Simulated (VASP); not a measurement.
# Nb16N (a cell with a defect) in VASP: notebook

Runs on Nb16N (a cell with a defect). Level: PBE. Tasks: single point.

All numbers are computed with VASP 6.6.1; they aren't measurements. Logs are shortened: lines on timing, memory, paths and dates and some standing lists are left out, and cuts for length are marked.

**1. The cell of the first run**

The cell holds a defect, 17 atoms: a = 6.685 Å, b = 6.685 Å, c = 6.685 Å, α = 90.00°, β = 90.00°, γ = 90.00°.

**2. Single point, PBE**

Contents of INCAR:

```
SYSTEM = Nb16N
  PREC = Accurate
  ENCUT = 520
  EDIFF = 1E-6
  ISMEAR = -1
  SIGMA = 0.5
  LREAL = .FALSE.
  LASPH = .TRUE.
  NELM = 120
  ALGO = Normal
  ISIF = 2
  LWAVE = .FALSE.
  LCHARG = .TRUE.
  GGA = PE
  LELF = .TRUE.
  LVHAR = .TRUE.
  NBANDS = 120
  GGA_COMPAT = .FALSE.
```

Contents of KPOINTS:

```
Automatic mesh
0
G
  3 3 3
  0 0 0
```

Contents of POSCAR:

```
Nb16N
1.0
    6.6851643200      0.0000000000      0.0000000000
    0.0000000000      6.6851643200      0.0000000000
    0.0000000000      0.0000000000      6.6851643200
Nb N
16 1
Direct
   -0.0056435412     -0.0003859292     -0.0006141958
    0.2501346145      0.2400045718      0.2399801894
    0.0012779043     -0.0004792702      0.4995207059
    0.2502206258      0.2400481010      0.7589251000
    0.0013214335      0.4995335702     -0.0005829326
    0.2501525647      0.7591310785      0.2398908872
    0.0438641424      0.4996138973      0.4994553372
    0.2502376785      0.7590948789      0.7590117097
    0.5060052136     -0.0003853308     -0.0005100847
    0.7502273332      0.2575624050      0.2574880613
    0.4990846657     -0.0004755306      0.4994174923
    0.7501140974      0.2576027929      0.7414163307
    0.4990426324      0.4995272876     -0.0004789710
    0.7502246407      0.7415772841      0.2573960665
    0.4565109927      0.4996050718      0.4994124064
    0.7501105074      0.7415427299      0.7415110179
    0.7501923304      0.4996023793      0.4994351433
```

Potentials or basis: VASP PAW PBE potentials, release 64 (Nb_sv, N).

On the command line:

```bash
$ cat potpaw_PBE.64/Nb_sv/POTCAR potpaw_PBE.64/N/POTCAR > POTCAR
$ mpirun -np 1 vasp_std > vasp.out
```

OUTCAR:

```text
SYSTEM = Nb16N
   PREC = Accurate
   ENCUT = 520
   EDIFF = 1E-6
   ISMEAR = -1
   LREAL = .FALSE.
   LASPH = .TRUE.
   NELM = 120
   ISIF = 2
   GGA = PE

 ion  position               nearest neighbor table
   1  0.994  1.000  0.999-   2 2.84   4 2.84   8 2.84   6 2.84  14 2.94  10 2.94  16 2.94  12 2.94

   2  0.250  0.240  0.240-   7 2.81  15 2.81   9 2.84   1 2.84  11 2.89   3 2.89  13 2.89   5 2.89

   3  0.001  1.000  0.500-   4 2.89   8 2.89   2 2.89   6 2.89  14 2.90  10 2.90  16 2.90  12 2.90

   4  0.250  0.240  0.759-  15 2.81   7 2.81   1 2.84   9 2.84   3 2.89   5 2.89  13 2.89  11 2.89

   5  0.001  0.500  0.999-   4 2.89   8 2.89   2 2.89   6 2.89  14 2.90  16 2.90  10 2.90  12 2.90

   6  0.250  0.759  0.240-   7 2.81  15 2.81   9 2.84   1 2.84  11 2.89  13 2.89   3 2.89   5 2.89
[... 15 lines left out ...]
  14  0.750  0.742  0.257-  17 2.29  13 2.90  11 2.90   3 2.90   5 2.90   9 2.93   1 2.94   7 3.01
                            15 3.01
  15  0.457  0.500  0.499-  17 1.96   7 2.76   4 2.81   8 2.81   2 2.81   6 2.81  12 3.01  16 3.01
                            10 3.01  14 3.01
  16  0.750  0.742  0.742-  17 2.29  13 2.90  11 2.90   5 2.90   3 2.90   9 2.93   1 2.94  15 3.01
                             7 3.02
  17  0.750  0.500  0.499-   7 1.96  15 1.96  12 2.29  10 2.29  14 2.29  16 2.29

  LATTYP: Found a simple cubic cell.
 ALAT       =     6.6851643200

  Lattice vectors:

 A1 = (   6.6851643200,   0.0000000000,   0.0000000000)
 A2 = (   0.0000000000,   6.6851643200,   0.0000000000)
 A3 = (   0.0000000000,   0.0000000000,   6.6851643200)

Analysis of symmetry for initial positions (statically):
=====================================================================
 Subroutine PRICEL returns:
 Original cell was already a primitive cell.

 Routine SETGRP: Setting up the symmetry group for a
 simple cubic supercell.

 Subroutine GETGRP returns: Found  1 space group operations
 (whereof  1 operations were pure point group operations)
 out of a pool of 48 trial point group operations.

The static configuration has the point symmetry C_1 .

Analysis of symmetry for dynamics (positions and initial velocities):
=====================================================================
 Subroutine PRICEL returns:
 Original cell was already a primitive cell.

 Routine SETGRP: Setting up the symmetry group for a
 simple cubic supercell.

 Subroutine GETGRP returns: Found  1 space group operations
 (whereof  1 operations were pure point group operations)
 out of a pool of 48 trial point group operations.

The dynamic configuration has the point symmetry C_1 .

 Subroutine INISYM returns: Found  1 space group operations
 (whereof  1 operations are pure point group operations),
 and found     1 'primitive' translations

----------------------------------------------------------------------------------------

                                     Primitive cell

  volume of cell :     298.7695

  direct lattice vectors                    reciprocal lattice vectors
     6.685164320  0.000000000  0.000000000     0.149584954  0.000000000  0.000000000
     0.000000000  6.685164320  0.000000000     0.000000000  0.149584954  0.000000000
     0.000000000  0.000000000  6.685164320     0.000000000  0.000000000  0.149584954

  length of vectors
     6.685164320  6.685164320  6.685164320     0.149584954  0.149584954  0.149584954

  position of ions in fractional coordinates (direct lattice)
     0.994356459  0.999614071  0.999385804
     0.250134614  0.240004572  0.239980189
     0.001277904  0.999520730  0.499520706
     0.250220626  0.240048101  0.758925100
     0.001321434  0.499533570  0.999417067
     0.250152565  0.759131078  0.239890887
[... 9 lines left out ...]
     0.750110507  0.741542730  0.741511018
     0.750192330  0.499602379  0.499435143

  ion indices of the primitive-cell ions
   primitive index   ion index
                 1           1
                 2           2
                 3           3
                 4           4
                 5           5
                 6           6
[... 9 lines left out ...]
                16          16
                17          17

----------------------------------------------------------------------------------------

 KPOINTS: Automatic mesh

Automatic generation of k-mesh.
 Grid dimensions read from file:
 generate k-points for:    3    3    3

 Generating k-lattice:

  Cartesian coordinates                     Fractional coordinates (reciprocal lattice)
     0.049861651  0.000000000  0.000000000     0.333333333  0.000000000  0.000000000
     0.000000000  0.049861651  0.000000000     0.000000000  0.333333333  0.000000000
     0.000000000  0.000000000  0.049861651     0.000000000  0.000000000  0.333333333

  Length of vectors
     0.049861651  0.049861651  0.049861651

  Shift w.r.t. Gamma in fractional coordinates (k-lattice)
     0.000000000  0.000000000  0.000000000

 Subroutine IBZKPT returns following result:
 ===========================================

 Found     14 irreducible k-points:

 Following reciprocal coordinates:
            Coordinates               Weight
  0.000000  0.000000  0.000000      1.000000
  0.333333  0.000000  0.000000      2.000000
  0.000000  0.333333  0.000000      2.000000
  0.000000  0.000000  0.333333      2.000000
  0.333333  0.333333  0.000000      2.000000
  0.000000  0.333333  0.333333      2.000000
  0.333333  0.000000  0.333333      2.000000
 -0.333333  0.333333  0.000000      2.000000
 -0.333333  0.000000  0.333333      2.000000
  0.000000 -0.333333  0.333333      2.000000
  0.333333  0.333333  0.333333      2.000000
 -0.333333  0.333333  0.333333      2.000000
 -0.333333 -0.333333  0.333333      2.000000
  0.333333 -0.333333  0.333333      2.000000
   k-points           NKPTS =     14   k-points in BZ     NKDIM =     14   number of bands    NBANDS=    120
   number of dos      NEDOS =    301   number of ions     NIONS =     17
   total plane-waves  NPLWV = 125000
   dimension x,y,z NGX =    50 NGY =   50 NGZ =   50
   dimension x,y,z NGXF=   100 NGYF=  100 NGZF=  100
   ions per type =              16   1
   NGX,Y,Z   is equivalent  to a cutoff of  12.43, 12.43, 12.43 a.u.
   NGXF,Y,Z  is equivalent  to a cutoff of  24.87, 24.87, 24.87 a.u.
 SYSTEM =  Nb16N
   PREC   = accura    normal or accurate (medium, high low for compatibility)
   ISTART =      0    job   : 0-new  1-cont  2-samecut
   ICHARG =      2    charge: 1-file 2-atom 10-const
   ISPIN  =      1    spin polarized calculation?
   LNONCOLLINEAR =      F non collinear calculations
   LSORBIT =      F    spin-orbit coupling
   LASPH  =      T    aspherical Exc in radial PAW
   ENCUT  =  520.0 eV  38.22 Ry    6.18 a.u.  12.43 12.43 12.43*2*pi/ulx,y,z
   NELM   =    120;   NELMIN=  2; NELMDL= -5     # of ELM steps
   EDIFF  = 0.1E-05   stopping-criterion for ELM
   LREAL  =      F    real-space projection
   EDIFFG = 0.1E-04   stopping-criterion for IOM
   NSW    =      0    number of steps for IOM
   IBRION =     -1    ionic relax: 0-MD 1-quasi-New 2-CG
   NFREE  =      0    steps in history (QN), initial steepest desc. (CG)
   ISIF   =      2    stress and relaxation
   ISYM   =      2    0-nonsym 1-usesym 2-fastsym
   POTIM  = 0.5000    time-step for ionic-motion
   TEBEG  =    0.0;   TEEND  =   0.0 temperature during run
   PSTRESS=    0.0 pullay stress
   NELECT =     213.0000    total number of electrons
   NUPDOWN=      -1.0000    fix difference up-down
   EMIN   =  10.00;   EMAX   =-10.00  energy-range for DOS
   EFERMI =   0.00;   METHOD = LEGACY
   ISMEAR =    -1;   SIGMA  =   0.50  broadening in eV -4-tet -1-fermi 0-gaus
   EFERMI_NEDOS =   21; number of points for ismear=-14 and -15
   IALGO  =     38    algorithm
   IMIX   =      4    mixing-type and parameters
     AMIX     =   0.40;   BMIX     =  1.00
     AMIX_MAG =   1.60;   BMIX_MAG =  1.00
  volume/ion in A,a.u.               =      17.57       118.60
  Fermi-wavevector in a.u.,A,eV,Ry     =   1.462478  2.763682 29.100702  2.138841
  Thomas-Fermi vector in A             =   2.578686
   LORBIT       =      0    0 simple, 1 ext, 2 COOP (PROOUT), +10 PAW based schemes
   GGA     = PE    functional components
   LHFCALC =     F    Hartree Fock is set to
   AEXX    =    0.0000 exact exchange contribution
   IVDW    =     0    specifies the selected vdW correction
   LEPSILON=     F    determine dielectric tensor
   LRPA    =     F    only Hartree local field effects (RPA)
 non-spin polarized calculation
  energy-cutoff  :      520.00
  volume of cell :      298.77
 maximum number of plane-waves:      8121
 NGX is ok and might be reduce to    50
   NGX = 25   NGY = 25   NGZ = 25

 number of electron     212.9999994 magnetization

 Free energy of the ion-electron system (eV)
  ---------------------------------------------------
  ext. energy  EPLUGINS =         0.00000000
  ---------------------------------------------------
  free energy    TOTEN  =      -180.83772240 eV

  energy without entropy =     -167.54240396  energy(sigma->0) =     -174.19006318

 E-fermi :  11.2165     XC(G=0): -12.4276

 val. band max:       11.2059841779   @ k =   0.0000   0.3333   0.3333
 cond. band min:      11.2587273362   @ k =   0.0000   0.0000   0.3333
 fundamental gap:      0.0527431583
 Fermi energy:        11.2165173519

 k-point     1 :       0.0000    0.0000    0.0000
  band No.  band energies     occupation
      1     -43.5522      2.00000
      2     -43.4682      2.00000
      3     -43.4681      2.00000
      4     -43.4494      2.00000
      5     -43.3775      2.00000
      6     -43.2845      2.00000
[... 1683 lines left out ...]
    117      13.0772      0.04726
    118      13.1109      0.04424
 [bands above 118 left out]

------------------------ aborting loop because EDIFF is reached ----------------------------------------

  FORCE on cell =-STRESS in cart. coord.  units (eV):
  Direction    XX          YY          ZZ          XY          YZ          ZX
  --------------------------------------------------------------------------------------
  -------------------------------------------------------------------------------------
  Total       16.3270058      2.3813802      2.3772625     -0.0043472     -0.0006158     -0.0010467
  in kB       87.5549834     12.7703575     12.7482759     -0.0233124     -0.0033022     -0.0056132
  external PRESSURE =      37.6912056 kB  Pullay stress =       0.0000000 kB

 VOLUME and BASIS-vectors are now :
 -----------------------------------------------------------------------------
  energy-cutoff  :      520.00
  volume of cell :      298.77
      direct lattice vectors                 reciprocal lattice vectors
     6.685164320  0.000000000  0.000000000     0.149584954  0.000000000  0.000000000
     0.000000000  6.685164320  0.000000000     0.000000000  0.149584954  0.000000000
     0.000000000  0.000000000  6.685164320     0.000000000  0.000000000  0.149584954

 POSITION                                       TOTAL-FORCE (eV/Angst)
 -----------------------------------------------------------------------------------
      6.64744      6.68258      6.68106         0.005788     -0.001988      0.002520
      1.67219      1.60447      1.60431         0.001682      0.013994      0.009532
      0.00854      6.68196      3.33938         0.006290      0.002049     -0.002891
      1.67277      1.60476      5.07354        -0.001558      0.011769     -0.009525
      0.00883      3.33946      6.68127         0.004401      0.001716      0.001068
      1.67231      5.07492      1.60371         0.000783     -0.013881      0.013532
[... 9 lines left out ...]
      5.01461      4.95733      4.95712         0.003741      0.006171      0.002306
      5.01516      3.33992      3.33881        -0.001010     -0.001043      0.000686
 -----------------------------------------------------------------------------------
    total drift:                                0.000070     -0.000277     -0.000327

  FREE ENERGIE OF THE ION-ELECTRON SYSTEM (eV)
  ---------------------------------------------------
  free  energy   TOTEN  =      -180.8377224008 eV

  energy  without entropy=     -167.5424039551  energy(sigma->0) =     -174.19006318
```

Run time: 56 min. Hardware: 1 thread of Intel Xeon 8259CL, shared host; peak memory 0.57 GiB.

What came out:

```
Free energy            : -180.8377 eV
Pressure               : 3.8 GPa
Largest force          : 0.019 eV/Å
Band gap on the k mesh : zero (an odd number of electrons rules out a gap without spin polarisation)
```

Forces in eV/Å, atoms in the order of the input:
```
Nb   0.006 -0.002  0.003
Nb   0.002  0.014  0.010
Nb   0.006  0.002 -0.003
Nb  -0.002  0.012 -0.010
Nb   0.004  0.002  0.001
Nb   0.001 -0.014  0.014
Nb  -0.013 -0.001  0.001
Nb  -0.002 -0.013 -0.013
Nb  -0.006 -0.002 -0.002
Nb  -0.002 -0.005 -0.007
Nb  -0.006  0.002  0.002
Nb   0.003 -0.007  0.007
Nb  -0.005  0.002 -0.003
Nb  -0.002  0.005 -0.002
Nb   0.013 -0.001  0.000
Nb   0.004  0.006  0.002
N   -0.001 -0.001  0.001
```

Stress tensor (GPa, compression positive):
```
8.76 0.00 0.00
0.00 1.28 0.00
0.00 0.00 1.27
```

Levels at points of the mesh, in eV from the Fermi level:
| k point | band 107 | band 108 | band 109 | band 110 | band 111 | band 112 |
| --- | --- | --- | --- | --- | --- | --- |
| (0.00, 0.00, 0.00) | 0.49 | 0.57 | 0.57 | 0.59 | 0.63 | 0.71 |

Caveat: so wide a smearing shifts energies and pressures.

**3. Single point, PBE**

Contents of INCAR:

```
SYSTEM = Nb16N
PREC     = Accurate       ! precision mode
ENCUT    = 520            ! plane-wave cutoff, eV
EDIFF    = 1E-6           ! SCF threshold, eV
ISMEAR   = -1             ! smearing method
SIGMA    = 0.5            ! smearing width, eV
LREAL    = .False.        ! projectors in reciprocal space
LASPH    = .True.         ! aspherical terms in the spheres
NELM     = 120            ! most SCF steps
ALGO     = Normal         ! electronic algorithm
ISIF     = 2              ! what is computed and relaxed
LWAVE    = .False.        ! write WAVECAR
LCHARG   = .False.        ! write CHGCAR
GGA      = PE             ! functional
NBANDS   = 120            ! bands
GGA_COMPAT= .False.
```

Contents of KPOINTS:

```
regular mesh
0
Gamma
  3 3 3
  0 0 0
```

Contents of POSCAR:

```
Nb16N
1.0
    6.6851643200      0.0000000000      0.0000000000
    0.0000000000      6.6851643200      0.0000000000
    0.0000000000      0.0000000000      6.6851643200
Nb N
16 1
Direct
   -0.0056434810     -0.0003859692     -0.0006141274
    0.2501345703      0.2400045083      0.2399801257
    0.0012778703     -0.0004793056      0.4995207494
    0.2502207033      0.2400481713      0.7589251160
    0.0013215011      0.4995335769     -0.0005829381
    0.2501526250      0.7591310559      0.2398908665
    0.0438641762      0.4996138698      0.4994552705
    0.2502377259      0.7590948347      0.7590117693
    0.5060052150     -0.0003853364     -0.0005101257
    0.7502273560      0.2575623864      0.2574880333
    0.4990847298     -0.0004755075      0.4994174573
    0.7501140794      0.2576027920      0.7414162670
    0.4990426122      0.4995273450     -0.0004790227
    0.7502246629      0.7415772245      0.2573961411
    0.4565109490      0.4996050121      0.4994124208
    0.7501104381      0.7415427899      0.7415109630
    0.7501922786      0.4996023056      0.4994351924
```

Potentials or basis: VASP PAW PBE potentials, release 64 (Nb_sv, N).

On the command line:

```bash
$ cat potpaw_PBE.64/Nb_sv/POTCAR potpaw_PBE.64/N/POTCAR > POTCAR
$ mpirun -np 1 vasp_std > vasp.out
```

Wall time 23 min (1 thread of AMD EPYC 7R13 (Zen 3), shared host); peak memory 0.54 GiB.

It converged, with:

- Free energy: -180.8377 eV
- Pressure: 3.8 GPa
- Largest force: 0.019 eV/Å
- Band gap on the k mesh: zero (an odd number of electrons rules out a gap without spin polarisation)

Forces in eV/Å, atoms in the order of the input:
```
Nb   0.006 -0.002  0.003
Nb   0.002  0.014  0.010
Nb   0.006  0.002 -0.003
Nb  -0.002  0.012 -0.010
Nb   0.004  0.002  0.001
Nb   0.001 -0.014  0.014
Nb  -0.013 -0.001  0.001
Nb  -0.002 -0.013 -0.013
Nb  -0.006 -0.002 -0.002
Nb  -0.002 -0.005 -0.007
Nb  -0.006  0.002  0.002
Nb   0.003 -0.007  0.007
Nb  -0.005  0.002 -0.003
Nb  -0.002  0.005 -0.002
Nb   0.013 -0.001  0.000
Nb   0.004  0.006  0.002
N   -0.001 -0.001  0.001
```

Stress tensor (GPa, compression positive):
```
8.76 0.00 0.00
0.00 1.28 0.00
0.00 0.00 1.27
```

Levels at points of the mesh, in eV from the Fermi level:
```
           k point  band 105  band 106  band 107  band 108  band 109  band 110  band 111  band 112  band 113  band 114
(0.00, 0.00, 0.00)      0.46      0.49      0.49      0.57      0.57      0.59      0.63      0.71      0.71      0.96
```

Caveat: so wide a smearing shifts energies and pressures.
